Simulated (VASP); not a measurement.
# Si3N4 (P-42m) in VASP: a series of runs

Si3N4 is run at these levels: PBE; tasks: single point.

Program: VASP 6.6.1. These are calculated values, not measurements. Logs are shortened: lines on timing, memory, paths and dates and some standing lists are left out, and cuts for length are marked.

**1. The cell of the first run**

The structure is tetragonal, space group P-42m (No. 111). Conventional cell: a = 4.213 Å, b = 4.213 Å, c = 4.131 Å, α = 90.00°, β = 90.00°, γ = 90.00°. Si (site symmetry -42m) has 4 N at 1.79 Å within 2.4 Å. Within 2.4 Å of Si (site symmetry 222) lie 4 N at 1.79 Å. N (site symmetry m) has 3 Si at 1.79 Å within 2.4 Å.

**2. Single point, PBE**

File INCAR:

```
PREC     = Accurate       # precision mode
ENCUT    = 520            # plane-wave cutoff, eV
EDIFF    = 1E-7           # SCF threshold, eV
ISMEAR   = -1             # smearing method
SIGMA    = 0.05           # smearing width, eV
LREAL    = F              # projectors in reciprocal space
LASPH    = T              # aspherical terms in the spheres
NELM     = 60             # most SCF steps
ALGO     = Normal         # electronic algorithm
ISIF     = 2              # what is computed and relaxed
LWAVE    = F              # write WAVECAR
LCHARG   = F              # write CHGCAR
GGA      = PE             # functional
NBANDS   = 25             # bands
```

File KPOINTS:

```
Automatic mesh
0
Gamma
  5 5 6
```

File POSCAR:

```
Si3N4
1.0
    4.2133956000      0.0000000000      0.0000000000
    0.0000000000      4.2133956000      0.0000000000
    0.0000000000      0.0000000000      4.1307800000
Si N
3 4
Direct
    0.0000000000      0.0000000000      0.5000000000
    0.5000000000      0.0000000000      0.0000000000
    0.0000000000      0.5000000000      0.0000000000
    0.2395200000      0.2395200000      0.7604800000
    0.7604800000      0.7604800000      0.7604800000
    0.2395200000      0.7604800000      0.2395200000
    0.7604800000      0.2395200000      0.2395200000
```

Potentials or basis: VASP PAW PBE potentials, release 64 (Si, N).

Started as:

```bash
$ cat potpaw_PBE.64/Si/POTCAR potpaw_PBE.64/N/POTCAR > POTCAR
$ mpirun -np 1 vasp_std > vasp.out
```

OUTCAR:

```text
PREC = Accurate
   ENCUT = 520
   EDIFF = 1E-7
   ISMEAR = -1
   LREAL = F
   LASPH = T
   NELM = 60
   ISIF = 2
   GGA = PE

 ion  position               nearest neighbor table
   1  0.000  0.000  0.500-   4 1.79   5 1.79   6 1.79   7 1.79   2 2.95   3 2.95   2 2.95   3 2.95
                             3 2.95   3 2.95   2 2.95   2 2.95
   2  0.500  0.000  0.000-   4 1.79   5 1.79   6 1.79   7 1.79   1 2.95   1 2.95   1 2.95   1 2.95
                             3 2.98   3 2.98   3 2.98   3 2.98
   3  0.000  0.500  0.000-   4 1.79   5 1.79   6 1.79   7 1.79   1 2.95   1 2.95   1 2.95   1 2.95
                             2 2.98   2 2.98   2 2.98   2 2.98
   4  0.240  0.240  0.760-   1 1.79   2 1.79   3 1.79
   5  0.760  0.760  0.760-   1 1.79   2 1.79   3 1.79
   6  0.240  0.760  0.240-   1 1.79   2 1.79   3 1.79
   7  0.760  0.240  0.240-   1 1.79   2 1.79   3 1.79

  LATTYP: Found a simple tetragonal cell.
 ALAT       =     4.2133956000
 C/A-ratio  =     0.9803921569

  Lattice vectors:

 A1 = (   4.2133956000,   0.0000000000,   0.0000000000)
 A2 = (   0.0000000000,   4.2133956000,   0.0000000000)
 A3 = (   0.0000000000,   0.0000000000,   4.1307800000)

Analysis of symmetry for initial positions (statically):
=====================================================================
 Subroutine PRICEL returns:
 Original cell was already a primitive cell.

 Routine SETGRP: Setting up the symmetry group for a
 simple tetragonal supercell.

 Subroutine GETGRP returns: Found  8 space group operations
 (whereof  8 operations were pure point group operations)
 out of a pool of 16 trial point group operations.

The static configuration has the point symmetry D_2d.

Analysis of symmetry for dynamics (positions and initial velocities):
=====================================================================
 Subroutine PRICEL returns:
 Original cell was already a primitive cell.

 Routine SETGRP: Setting up the symmetry group for a
 simple tetragonal supercell.

 Subroutine GETGRP returns: Found  8 space group operations
 (whereof  8 operations were pure point group operations)
 out of a pool of 16 trial point group operations.

The dynamic configuration has the point symmetry D_2d.

 Subroutine INISYM returns: Found  8 space group operations
 (whereof  8 operations are pure point group operations),
 and found     1 'primitive' translations

----------------------------------------------------------------------------------------

                                     Primitive cell

  volume of cell :      73.3325

  direct lattice vectors                    reciprocal lattice vectors
     4.213395600  0.000000000  0.000000000     0.237338265  0.000000000  0.000000000
     0.000000000  4.213395600  0.000000000     0.000000000  0.237338265  0.000000000
     0.000000000  0.000000000  4.130780000     0.000000000  0.000000000  0.242085030

  length of vectors
     4.213395600  4.213395600  4.130780000     0.237338265  0.237338265  0.242085030

  position of ions in fractional coordinates (direct lattice)
     0.000000000  0.000000000  0.500000000
     0.500000000  0.000000000  0.000000000
     0.000000000  0.500000000  0.000000000
     0.239520000  0.239520000  0.760480000
     0.760480000  0.760480000  0.760480000
     0.239520000  0.760480000  0.239520000
     0.760480000  0.239520000  0.239520000

  ion indices of the primitive-cell ions
   primitive index   ion index
                 1           1
                 2           2
                 3           3
                 4           4
                 5           5
                 6           6
                 7           7

----------------------------------------------------------------------------------------

 KPOINTS: Automatic mesh

Automatic generation of k-mesh.
 Grid dimensions read from file:
 generate k-points for:    5    5    6

 Generating k-lattice:

  Cartesian coordinates                     Fractional coordinates (reciprocal lattice)
     0.047467653  0.000000000  0.000000000     0.200000000  0.000000000  0.000000000
     0.000000000  0.047467653  0.000000000     0.000000000  0.200000000  0.000000000
     0.000000000  0.000000000  0.040347505     0.000000000  0.000000000  0.166666667

  Length of vectors
     0.047467653  0.047467653  0.040347505

  Shift w.r.t. Gamma in fractional coordinates (k-lattice)
     0.000000000  0.000000000  0.000000000

 Subroutine IBZKPT returns following result:
 ===========================================

 Found     24 irreducible k-points:

 Following reciprocal coordinates:
            Coordinates               Weight
  0.000000  0.000000  0.000000      1.000000
  0.200000  0.000000  0.000000      4.000000
  0.400000  0.000000  0.000000      4.000000
  0.200000  0.200000  0.000000      4.000000
  0.400000  0.200000  0.000000      8.000000
  0.400000  0.400000  0.000000      4.000000
[... 16 lines left out ...]
  0.400000  0.200000  0.500000      8.000000
  0.400000  0.400000  0.500000      4.000000
   k-points           NKPTS =     24   k-points in BZ     NKDIM =     24   number of bands    NBANDS=     25
   number of dos      NEDOS =    301   number of ions     NIONS =      7
   total plane-waves  NPLWV =  32768
   dimension x,y,z NGX =    32 NGY =   32 NGZ =   32
   dimension x,y,z NGXF=    64 NGYF=   64 NGZF=   64
   ions per type =               3   4
   NGX,Y,Z   is equivalent  to a cutoff of  12.63, 12.63, 12.88 a.u.
   NGXF,Y,Z  is equivalent  to a cutoff of  25.25, 25.25, 25.76 a.u.
 SYSTEM =  unknown system
   PREC   = accura    normal or accurate (medium, high low for compatibility)
   ISTART =      0    job   : 0-new  1-cont  2-samecut
   ICHARG =      2    charge: 1-file 2-atom 10-const
   ISPIN  =      1    spin polarized calculation?
   LNONCOLLINEAR =      F non collinear calculations
   LSORBIT =      F    spin-orbit coupling
   LASPH  =      T    aspherical Exc in radial PAW
   ENCUT  =  520.0 eV  38.22 Ry    6.18 a.u.   7.83  7.83  7.68*2*pi/ulx,y,z
   NELM   =     60;   NELMIN=  2; NELMDL= -5     # of ELM steps
   EDIFF  = 0.1E-06   stopping-criterion for ELM
   LREAL  =      F    real-space projection
   EDIFFG = 0.1E-05   stopping-criterion for IOM
   NSW    =      0    number of steps for IOM
   IBRION =     -1    ionic relax: 0-MD 1-quasi-New 2-CG
   NFREE  =      0    steps in history (QN), initial steepest desc. (CG)
   ISIF   =      2    stress and relaxation
   ISYM   =      2    0-nonsym 1-usesym 2-fastsym
   POTIM  = 0.5000    time-step for ionic-motion
   TEBEG  =    0.0;   TEEND  =   0.0 temperature during run
   PSTRESS=    0.0 pullay stress
   NELECT =      32.0000    total number of electrons
   NUPDOWN=      -1.0000    fix difference up-down
   EMIN   =  10.00;   EMAX   =-10.00  energy-range for DOS
   EFERMI =   0.00;   METHOD = LEGACY
   ISMEAR =    -1;   SIGMA  =   0.05  broadening in eV -4-tet -1-fermi 0-gaus
   EFERMI_NEDOS =   21; number of points for ismear=-14 and -15
   IALGO  =     38    algorithm
   IMIX   =      4    mixing-type and parameters
     AMIX     =   0.40;   BMIX     =  1.00
     AMIX_MAG =   1.60;   BMIX_MAG =  1.00
  volume/ion in A,a.u.               =      10.48        70.70
  Fermi-wavevector in a.u.,A,eV,Ry     =   1.241727  2.346523 20.978618  1.541885
  Thomas-Fermi vector in A             =   2.376112
   LORBIT       =      0    0 simple, 1 ext, 2 COOP (PROOUT), +10 PAW based schemes
   GGA     = PE    functional components
   LHFCALC =     F    Hartree Fock is set to
   AEXX    =    0.0000 exact exchange contribution
   IVDW    =     0    specifies the selected vdW correction
   LEPSILON=     F    determine dielectric tensor
   LRPA    =     F    only Hartree local field effects (RPA)
 non-spin polarized calculation
  energy-cutoff  :      520.00
  volume of cell :       73.33
 maximum number of plane-waves:      1991
 NGX is ok and might be reduce to    32
   NGX = 15   NGY = 15   NGZ = 15

 number of electron      32.0000005 magnetization

 Free energy of the ion-electron system (eV)
  ---------------------------------------------------
  ext. energy  EPLUGINS =         0.00000000
  ---------------------------------------------------
  free energy    TOTEN  =       -55.46035643 eV

  energy without entropy =      -55.46035643  energy(sigma->0) =      -55.46035643

 E-fermi :   7.5833     XC(G=0): -10.9642

 val. band max:        6.4399195058   @ k =   0.4000   0.4000   0.5000
 cond. band min:       9.0199676969   @ k =   0.0000   0.0000   0.0000
 fundamental gap:      2.5800481911
 Fermi energy:         7.5832974036

 k-point     1 :       0.0000    0.0000    0.0000
  band No.  band energies     occupation
      1     -11.2754      2.00000
      2      -7.6231      2.00000
      3      -7.6231      2.00000
      4      -7.5140      2.00000
      5      -2.1744      2.00000
      6      -2.0131      2.00000
[... 17 lines left out ...]
     24      17.4033      0.00000
     25      17.4684      0.00000

 k-point     2 :       0.2000    0.0000    0.0000
  band No.  band energies     occupation
      1     -11.0682      2.00000
      2      -8.1327      2.00000
      3      -7.5883      2.00000
      4      -7.4949      2.00000
      5      -1.9021      2.00000
      6      -1.5269      2.00000
[... 17 lines left out ...]
     24      17.2674      0.00000
     25      17.4919      0.00000

 k-point     3 :       0.4000    0.0000    0.0000
  band No.  band energies     occupation
      1     -10.5471      2.00000
      2      -9.0574      2.00000
      3      -7.5252      2.00000
      4      -7.4688      2.00000
      5      -1.5482      2.00000
      6      -0.2675      2.00000
[... 552 lines left out ...]
 k-point    23 :       0.4000    0.2000    0.5000
  band No.  band energies     occupation
      1      -9.4448      2.00000
      2      -8.8236      2.00000
      3      -8.5638      2.00000
      4      -7.9346      2.00000
      5      -1.7099      2.00000
      6      -1.4381      2.00000
[... 17 lines left out ...]
     24      15.7301      0.00000
     25      16.4059      0.00000

 k-point    24 :       0.4000    0.4000    0.5000
  band No.  band energies     occupation
      1      -9.0203      2.00000
      2      -8.6946      2.00000
      3      -8.5621      2.00000
      4      -8.2539      2.00000
      5      -2.2705      2.00000
      6      -2.1290      2.00000
[... 17 lines left out ...]
     24      15.8983      0.00000
     25      15.9062      0.00000

------------------------ aborting loop because EDIFF is reached ----------------------------------------

  FORCE on cell =-STRESS in cart. coord.  units (eV):
  Direction    XX          YY          ZZ          XY          YZ          ZX
  --------------------------------------------------------------------------------------
  -------------------------------------------------------------------------------------
  Total       -4.5855361     -4.5855361     -3.1262719      0.0000000      0.0000000      0.0000000
  in kB     -100.1853355   -100.1853355    -68.3031583      0.0000000      0.0000000      0.0000000
  external PRESSURE =     -89.5579431 kB  Pullay stress =       0.0000000 kB

 VOLUME and BASIS-vectors are now :
 -----------------------------------------------------------------------------
  energy-cutoff  :      520.00
  volume of cell :       73.33
      direct lattice vectors                 reciprocal lattice vectors
     4.213395600  0.000000000  0.000000000     0.237338265  0.000000000  0.000000000
     0.000000000  4.213395600  0.000000000     0.000000000  0.237338265  0.000000000
     0.000000000  0.000000000  4.130780000     0.000000000  0.000000000  0.242085030

 POSITION                                       TOTAL-FORCE (eV/Angst)
 -----------------------------------------------------------------------------------
      0.00000      0.00000      2.06539        -0.000000      0.000000      0.000000
      2.10670      0.00000      0.00000         0.000000      0.000000      0.000000
      0.00000      2.10670      0.00000         0.000000      0.000000     -0.000000
      1.00919      1.00919      3.14138        -0.219133     -0.219133      0.141283
      3.20420      3.20420      3.14138         0.219133      0.219133      0.141283
      1.00919      3.20420      0.98940        -0.219133      0.219133     -0.141283
      3.20420      1.00919      0.98940         0.219133     -0.219133     -0.141283
 -----------------------------------------------------------------------------------
    total drift:                                0.000000      0.000000      0.000000

  FREE ENERGIE OF THE ION-ELECTRON SYSTEM (eV)
  ---------------------------------------------------
  free  energy   TOTEN  =       -55.4603564326 eV

  energy  without entropy=      -55.4603564326  energy(sigma->0) =      -55.46035643
```

Wall time 66 s (1 thread of AMD EPYC 7R13, shared host); peak memory 0.15 GiB.

Results:

| Property | Result |
| --- | --- |
| Free energy | -55.4604 eV |
| Pressure | -9.0 GPa |
| Largest force | 0.341 eV/Å |
| Band gap on the k mesh | 2.58 eV, indirect (least direct gap 2.75 eV) |

Forces in eV/Å, atoms in the order of the input:
```
Si   0.000  0.000  0.000
Si   0.000  0.000  0.000
Si   0.000  0.000  0.000
N   -0.219 -0.219  0.141
N    0.219  0.219  0.141
N   -0.219  0.219 -0.141
N    0.219 -0.219 -0.141
```

Levels at points of the mesh, in eV from the valence-band top:
```csv
k point,band 12,band 13,band 14,band 15,band 16,band 17,band 18,band 19,band 20,band 21
"(0.00, 0.00, 0.00)",-3.33,-3.24,-0.23,-0.23,-0.17,2.58,2.69,2.69,3.70,6.46
"(0.00, 0.00, 0.50)",-3.41,-3.14,-2.17,-0.60,-0.60,4.71,5.47,5.77,5.77,8.14
```

**3. Single point, PBE**

This run uses another cell than the first one, of 10.89 Å³/atom, 1.040 times its volume.

File INCAR:

```
ALGO     = Normal         # electronic algorithm
EDIFF    = 1E-7           # SCF threshold, eV
ENCUT    = 520            # plane-wave cutoff, eV
GGA      = PE             # functional
ISIF     = 2              # what is computed and relaxed
ISMEAR   = -1             # smearing method
LASPH    = True           # aspherical terms in the spheres
LCHARG   = True           # write CHGCAR
LELF     = True           # ELF
LREAL    = False          # projectors in reciprocal space
LVHAR    = True         
LWAVE    = False          # write WAVECAR
NBANDS   = 25             # bands
NELM     = 60             # most SCF steps
PREC     = Accurate       # precision mode
SIGMA    = 0.05           # smearing width, eV
```

File KPOINTS:

```
k-points
0
Gamma
  5 5 6
```

Edit POSCAR of step 2 so:

```diff
@@ -2,4 +2,4 @@
 1.0
-    4.2133956000      0.0000000000      0.0000000000
-    0.0000000000      4.2133956000      0.0000000000
+    4.2960112000      0.0000000000      0.0000000000
+    0.0000000000      4.2960112000      0.0000000000
     0.0000000000      0.0000000000      4.1307800000
```

Potentials or basis: VASP PAW PBE potentials, release 64 (Si, N).

Started as:

```bash
$ cat potpaw_PBE.64/Si/POTCAR potpaw_PBE.64/N/POTCAR > POTCAR
$ mpirun -np 1 vasp_std > vasp.out
```

It took 67 s on 1 thread of AMD EPYC 7R13, shared host; peak memory 0.15 GiB.

The run converged. Its results:

```
Free energy            : -55.2039 eV
Pressure               : -16.2 GPa
Largest force          : 0.622 eV/Å
Band gap on the k mesh : 2.40 eV, indirect (least direct gap 2.60 eV)
```

Forces in eV/Å, atoms in the order of the input:
```
Si   0.000  0.000  0.000
Si   0.000  0.000  0.000
Si   0.000  0.000  0.000
N   -0.406 -0.406  0.240
N    0.406  0.406  0.240
N   -0.406  0.406 -0.240
N    0.406 -0.406 -0.240
```

Stress tensor (GPa, compression positive):
```
-18.23   0.00   0.00
  0.00 -18.23   0.00
  0.00   0.00 -12.15
```

Levels at points of the mesh, in eV from the valence-band top:
```tsv
k point	band 14	band 15	band 16	band 17	band 18	band 19
(0.00, 0.00, 0.00)	-0.32	-0.32	-0.20	2.40	2.61	2.61
(0.00, 0.00, 0.50)	-2.14	-0.70	-0.70	4.50	5.11	5.73
```

**4. Single point, PBE**

This run uses another cell than the first one, of 9.28 Å³/atom, 0.886 times its volume.

File INCAR:

```
PREC     = Accurate       # precision mode
ENCUT    = 520            # plane-wave cutoff, eV
EDIFF    = 1E-6           # SCF threshold, eV
ISMEAR   = -1             # smearing method
SIGMA    = 0.05           # smearing width, eV
LREAL    = False          # projectors in reciprocal space
LASPH    = True           # aspherical terms in the spheres
NELM     = 60             # most SCF steps
ALGO     = Normal         # electronic algorithm
ISIF     = 2              # what is computed and relaxed
LWAVE    = False          # write WAVECAR
LCHARG   = False          # write CHGCAR
GGA      = PE             # functional
NBANDS   = 25             # bands
```

File KPOINTS:

```
regular mesh
0
Gamma
  6 6 6
```

Edit POSCAR of step 3 so:

```diff
@@ -2,4 +2,4 @@
 1.0
-    4.2960112000      0.0000000000      0.0000000000
-    0.0000000000      4.2960112000      0.0000000000
+    3.9655488000      0.0000000000      0.0000000000
+    0.0000000000      3.9655488000      0.0000000000
     0.0000000000      0.0000000000      4.1307800000
```

Started as:

```bash
$ cat potpaw_PBE.64/Si/POTCAR potpaw_PBE.64/N/POTCAR > POTCAR
$ mpirun -np 1 vasp_std > vasp.out
```

Run time: 93 s. Hardware: 1 thread of AMD EPYC 7R13, shared host; peak memory 0.16 GiB.

Results (log left out):

```
Free energy            : -55.1450 eV
Pressure               : 22.7 GPa
Largest force          : 0.775 eV/Å
Band gap on the k mesh : 2.61 eV, indirect (least direct gap 2.89 eV)
```

Forces in eV/Å, atoms in the order of the input:
```
Si   0.000  0.000  0.000
Si   0.000  0.000  0.000
Si   0.000  0.000  0.000
N    0.483  0.483 -0.365
N   -0.483 -0.483 -0.365
N    0.483 -0.483  0.365
N   -0.483  0.483  0.365
```

Stress tensor (GPa, compression positive):
```
25.15  0.00  0.00
 0.00 25.15  0.00
 0.00  0.00 17.74
```

Levels at points of the mesh, in eV from the valence-band top:
| k point | band 14 | band 15 | band 16 | band 17 | band 18 | band 19 |
| --- | --- | --- | --- | --- | --- | --- |
| (0.00, 0.00, 0.00) | -0.44 | -0.28 | -0.28 | 2.61 | 2.61 | 2.88 |
| (0.50, 0.00, 0.00) | -2.64 | -0.78 | -0.74 | 5.22 | 6.00 | 6.03 |
| (0.50, 0.50, 0.00) | -2.19 | -0.23 | -0.23 | 6.96 | 6.96 | 8.28 |
| (0.00, 0.00, 0.50) | -2.66 | -0.57 | -0.57 | 4.98 | 5.51 | 5.51 |
| (0.50, 0.00, 0.50) | -2.02 | -0.50 | -0.48 | 6.34 | 6.58 | 8.12 |
| (0.50, 0.50, 0.50) | -0.36 | 0.00 | 0.00 | 6.12 | 6.60 | 6.60 |

**5. The runs side by side**

```tsv
cell	k mesh	gap on the mesh (eV)	pressure (GPa)	largest force (eV/Å)
a = 4.213, b = 4.213, c = 4.131 Å, 7 atoms	5 × 5 × 6	2.58	-9.0	0.34
a = 4.296, b = 4.296, c = 4.131 Å, 7 atoms	5 × 5 × 6	2.40	-16.2	0.62
a = 3.966, b = 3.966, c = 4.131 Å, 7 atoms	6 × 6 × 6	2.61	22.7	0.78
```

Alike in all rows: task single point; level PBE; potentials or basis VASP PAW PBE potentials, release 64 (Si, N); no spin polarisation; cutoff (eV) 520; smearing fermi-dirac 0.05 eV.

Total energies depend on the potentials used, so only differences within one code and one set of settings carry meaning.
